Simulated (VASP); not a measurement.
# SrRe6 (Im-3m) in VASP: further runs, part 2 of 2

VASP 6.6.1.

## Step 4: Relaxation of cell and atoms, PBE

Input file INCAR:

```
PREC = Accurate
ENCUT = 600
EDIFF = 1E-6
ISMEAR = 0
SIGMA = 0.1
LREAL = F
LASPH = T
NELM = 100
ALGO = Normal
ISIF = 3
LWAVE = F
LCHARG = F
GGA = PE
IBRION = 2
NSW = 100
EDIFFG = -0.01
```

Input file KPOINTS:

```
regular mesh
0
Gamma
  8 8 8
```

Input file POSCAR:

```
SrRe6
1.0
   -3.4691825500      3.4691825500      3.4691825500
    3.4691825500     -3.4691825500      3.4691825500
    3.4691825500      3.4691825500     -3.4691825500
Sr Re
1 6
Direct
    0.0000000000      0.0000000000      0.0000000000
    0.7500000000      0.2500000000      0.5000000000
    0.2500000000      0.7500000000      0.5000000000
    0.5000000000      0.2500000000      0.7500000000
    0.7500000000      0.5000000000      0.2500000000
    0.5000000000      0.7500000000      0.2500000000
    0.2500000000      0.5000000000      0.7500000000
```

Potentials or basis: VASP PAW PBE potentials, release 64 (Sr_sv, Re).

Run with:

```console
> cat potpaw_PBE.64/Sr_sv/POTCAR potpaw_PBE.64/Re/POTCAR > POTCAR
> mpirun -np 1 vasp_std > vasp.out
```

OUTCAR:

```text
PREC = Accurate
   ENCUT = 600
   EDIFF = 1E-6
   ISMEAR = 0
   LREAL = F
   LASPH = T
   NELM = 100
   ISIF = 3
   GGA = PE
   IBRION = 2
   NSW = 100
   EDIFFG = -0.01

 ion  position               nearest neighbor table
   1  0.000  0.000  0.000-   2 3.88   3 3.88   4 3.88   7 3.88   2 3.88   3 3.88   4 3.88   5 3.88
                             6 3.88   7 3.88   2 3.88   3 3.88   5 3.88   7 3.88   2 3.88   5 3.88
   2  0.750  0.250  0.500-   4 2.45   5 2.45   7 2.45   6 2.45   1 3.88   1 3.88   1 3.88   1 3.88

   3  0.250  0.750  0.500-   4 2.45   6 2.45   7 2.45   5 2.45   1 3.88   1 3.88   1 3.88   1 3.88

   4  0.500  0.250  0.750-   2 2.45   5 2.45   7 2.45   3 2.45   1 3.88   1 3.88   1 3.88   1 3.88

   5  0.750  0.500  0.250-   2 2.45   3 2.45   6 2.45   4 2.45   1 3.88   1 3.88   1 3.88   1 3.88

   6  0.500  0.750  0.250-   2 2.45   3 2.45   5 2.45   7 2.45   1 3.88   1 3.88   1 3.88   1 3.88

   7  0.250  0.500  0.750-   3 2.45   4 2.45   6 2.45   2 2.45   1 3.88   1 3.88   1 3.88   1 3.88

  LATTYP: Found a body centered cubic cell.
 ALAT       =     6.9383651000

  Lattice vectors:

 A1 = (  -3.4691825500,   3.4691825500,   3.4691825500)
 A2 = (   3.4691825500,  -3.4691825500,   3.4691825500)
 A3 = (   3.4691825500,   3.4691825500,  -3.4691825500)

Analysis of symmetry for initial positions (statically):
=====================================================================
 Subroutine PRICEL returns:
 Original cell was already a primitive cell.

 Routine SETGRP: Setting up the symmetry group for a
 body centered cubic supercell.

 Subroutine GETGRP returns: Found 48 space group operations
 (whereof 48 operations were pure point group operations)
 out of a pool of 48 trial point group operations.

The static configuration has the point symmetry O_h .

Analysis of symmetry for dynamics (positions and initial velocities):
=====================================================================
 Subroutine PRICEL returns:
 Original cell was already a primitive cell.

 Routine SETGRP: Setting up the symmetry group for a
[... 141 lines left out ...]
   GGA     = PE    functional components
   LHFCALC =     F    Hartree Fock is set to
   AEXX    =    0.0000 exact exchange contribution
   IVDW    =     0    specifies the selected vdW correction
   LEPSILON=     F    determine dielectric tensor
   LRPA    =     F    only Hartree local field effects (RPA)
 conjugate gradient relaxation of ions
 non-spin polarized calculation
 Gauss-broadening in eV      SIGMA  =   0.10
  energy-cutoff  :      600.00
  volume of cell :      167.01
 maximum number of plane-waves:      5604
   NGX = 25   NGY = 25   NGZ = 25

--------------------------------------- Ionic step        1  -------------------------------------------

 number of electron      52.0000005 magnetization

 Free energy of the ion-electron system (eV)
  ---------------------------------------------------
  ext. energy  EPLUGINS =         0.00000000
  ---------------------------------------------------
  free energy    TOTEN  =       -69.56730196 eV

  energy without entropy =      -69.54619816  energy(sigma->0) =      -69.55675006

------------------------ aborting loop because EDIFF is reached ----------------------------------------

  FORCE on cell =-STRESS in cart. coord.  units (eV):
  Direction    XX          YY          ZZ          XY          YZ          ZX
  --------------------------------------------------------------------------------------
  -------------------------------------------------------------------------------------
  Total       -1.1881433     -1.1881433     -1.1881433     -0.0000000     -0.0000000      0.0000000
  in kB      -11.3982438    -11.3982438    -11.3982438     -0.0000000     -0.0000000      0.0000000
  external PRESSURE =     -11.3982438 kB  Pullay stress =       0.0000000 kB
[... 28 lines left out ...]
--------------------------------------- Ionic step        2  -------------------------------------------

 number of electron      52.0000002 magnetization

 E-fermi :   3.6877     XC(G=0): -10.7417

 val. band max:        3.6673792242   @ k =   0.1250   0.0000   0.0000
 cond. band min:       3.7018519007   @ k =   0.2500   0.2500   0.1250
 fundamental gap:      0.0344726765
 Fermi energy:         3.6877320627

 k-point     1 :       0.0000    0.0000    0.0000
  band No.  band energies     occupation
      1     -31.5198      2.00000
      2     -13.4954      2.00000
      3     -13.4954      2.00000
      4     -13.4954      2.00000
      5      -3.6974      2.00000
      6      -1.4285      2.00000
[... 847 lines left out ...]
--------------------------------------- Ionic step        3  -------------------------------------------

 number of electron      52.0000005 magnetization

 Free energy of the ion-electron system (eV)
  ---------------------------------------------------
  ext. energy  EPLUGINS =         0.00000000
  ---------------------------------------------------
  free energy    TOTEN  =       -69.57192608 eV

  energy without entropy =      -69.55075632  energy(sigma->0) =      -69.56134120

 E-fermi :   3.5554     XC(G=0): -10.6614

 val. band max:        3.5440324508   @ k =   0.1250   0.0000   0.0000
 cond. band min:       3.5668074417   @ k =   0.2500   0.2500   0.1250
 fundamental gap:      0.0227749909
 Fermi energy:         3.5554355921

 k-point     1 :       0.0000    0.0000    0.0000
  band No.  band energies     occupation
      1     -31.7028      2.00000
      2     -13.6720      2.00000
      3     -13.6720      2.00000
      4     -13.6720      2.00000
      5      -3.7385      2.00000
      6      -1.4474      2.00000
[... 841 lines left out ...]
  FREE ENERGIE OF THE ION-ELECTRON SYSTEM (eV)
  ---------------------------------------------------
  free  energy   TOTEN  =       -69.5719260788 eV

  energy  without entropy=      -69.5507563234  energy(sigma->0) =      -69.56134120

 reached required accuracy - stopping structural energy minimisation
```

It took 6.8 min on 1 thread of Intel Xeon Platinum 8488C (Sapphire Rapids), shared host; peak memory 0.45 GiB.

Results:

```yaml
Free_energy: -69.5719 eV
Relaxed_volume: 23.68 Å³/atom
Relaxed_cell: a = 5.993 Å, b = 5.993 Å, c = 5.993 Å, α = 109.47°, β = 109.47°, γ = 109.47°
Space_group_after_relaxing_to_0.05_Å: Im-3m (No. 229)
Energy_gained_by_relaxing: 0.7 meV/atom
Ionic_steps: 3
Pressure_after_relaxing: 0.0 GPa
Band_gap_on_the_k_mesh: zero (band 26 reaches 4.85 eV, above the bottom of band 27 at 2.80 eV)
```

The path:
```tsv
step	energy change (eV)	largest force (eV/Å)	pressure (GPa)	volume (Å³)
1	0.0000	0.0000	-1.14	167.01
2	0.0178	0.0000	2.62	162.94
3	-0.0046	0.0000	0.02	165.73
```

Final structure:
```
Sr Re
1.0
    -3.46029    3.46029    3.46029
     3.46029   -3.46029    3.46029
     3.46029    3.46029   -3.46029
Sr Re
1 6
Direct
  0.00000 0.00000 0.00000
  0.75000 0.25000 0.50000
  0.25000 0.75000 0.50000
  0.50000 0.25000 0.75000
  0.75000 0.50000 0.25000
  0.50000 0.75000 0.25000
  0.25000 0.50000 0.75000
```

Levels at points of the mesh, in eV from the Fermi level:
| k point | band 24 | band 25 | band 26 | band 27 | band 28 | band 29 |
| --- | --- | --- | --- | --- | --- | --- |
| (0.00, 0.00, 0.00) | -1.01 | -0.76 | -0.76 | -0.76 | -0.11 | -0.11 |
| (0.50, 0.00, 0.00) | -0.65 | -0.57 | -0.39 | 0.36 | 0.36 | 1.22 |
| (0.50, 0.50, 0.50) | -1.08 | -1.08 | 1.29 | 1.44 | 1.44 | 1.44 |

Caveat: spin-orbit coupling is left out, which moves the levels of the heavy elements.
